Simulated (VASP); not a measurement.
Set up this calculation in VASP 6.6.1, as the native input.

```yaml
Task: single point
Functional: PBE
Potentials_or_basis: VASP PAW PBE potentials, release 64 (Si, C, O)
Cutoff: 520 eV
k_mesh: 1 × 1 × 1
Occupations: fermi-dirac, width 0.01 eV
Spin: no spin polarisation
Dipole_correction: no
Further_INCAR_settings: LREAL = Auto; ALGO = Normal; EDIFF = 1e-06; NBANDS = 89
```

The structure of Si16C16O (a cell with a defect) lies in POSCAR:

```
Si16C16O
1.0
    6.1879230300      0.0000000600      0.0000000000
   -3.0939615600      5.3588985100      0.0000000000
    0.0000000000      0.0000000000     10.1287833600
Si C O
16 16 1
Direct
    0.3318611918      0.1518507915      0.9354712865
    0.1586181309      0.3307894313      0.4374318062
   -0.0077849009     -0.0009839708      0.6869810275
   -0.0025745999     -0.0035292700      0.1851016981
    0.2883631461      0.6874668322      0.9185014300
    0.1604249178      0.8307100763      0.4351347880
   -0.0200421667      0.4998237970      0.6819484389
   -0.0009887590      0.4953137282      0.1856043251
    0.8302582822      0.1630418916      0.9324326194
    0.6606084290      0.3276805778      0.4365614154
    0.4911957252      0.0040538126      0.6802423110
    0.4957220533     -0.0133544290      0.1862340158
    0.8373630793      0.6673416082      0.9385620821
    0.6614922222      0.8305953083      0.4372740380
    0.4820190064      0.5006763920      0.6901513984
    0.5048169657      0.4873113318      0.1994663059
    0.3289681909      0.1664108732      0.7469221851
    0.1664185409      0.3303318745      0.2466933995
   -0.0048893659     -0.0033184058      0.4981143165
   -0.0004807804      0.0031276950     -0.0032321750
    0.3080877573      0.6765935154      0.7345400465
    0.1622974920      0.8287941975      0.2442994299
   -0.0106496540      0.4979556892      0.4955346384
   -0.0141242396      0.4938533536     -0.0038733181
    0.8269463847      0.1670917911      0.7426079454
    0.6690675065      0.3187619539      0.2509788105
    0.4945489749     -0.0020795374      0.4942965825
    0.4965342180     -0.0238556542     -0.0045934441
    0.8123653904      0.6657595669      0.7508607628
    0.6647845784      0.8244636378      0.2481842992
    0.4912482846      0.4969239417      0.4986027266
    0.5419969776      0.4552291787      0.0190167953
    0.3687827492      0.4776692399      0.9400388637
```

These files were run (other wordings do the same):

INCAR

```
PREC = Accurate
ENCUT = 520
EDIFF = 1E-6
ISMEAR = -1
SIGMA = 0.01
LREAL = Auto
LASPH = True
NELM = 120
ALGO = Normal
ISIF = 2
LWAVE = False
LCHARG = False
GGA = PE
NBANDS = 89
GGA_COMPAT = False
```

KPOINTS

```
regular mesh
0
Gamma
  1 1 1
```

Potentials or basis: VASP PAW PBE potentials, release 64 (Si, C, O).

Command:

```sh
$ cat potpaw_PBE.64/Si/POTCAR potpaw_PBE.64/C/POTCAR potpaw_PBE.64/O/POTCAR > POTCAR
$ mpirun -np 1 vasp_gam > vasp.out
```

It gave:

The pressure is 9.2 GPa and the largest force is 0.147 eV/Å. The band gap on the k mesh is 1.63 eV.

Caveat: the k points lie up to 1.17 Å⁻¹ apart.

It took 40 s on 1 thread of Intel(R) Xeon(R) 6975P-C (Granite Rapids) (shared host), peak memory 0.4 GiB.
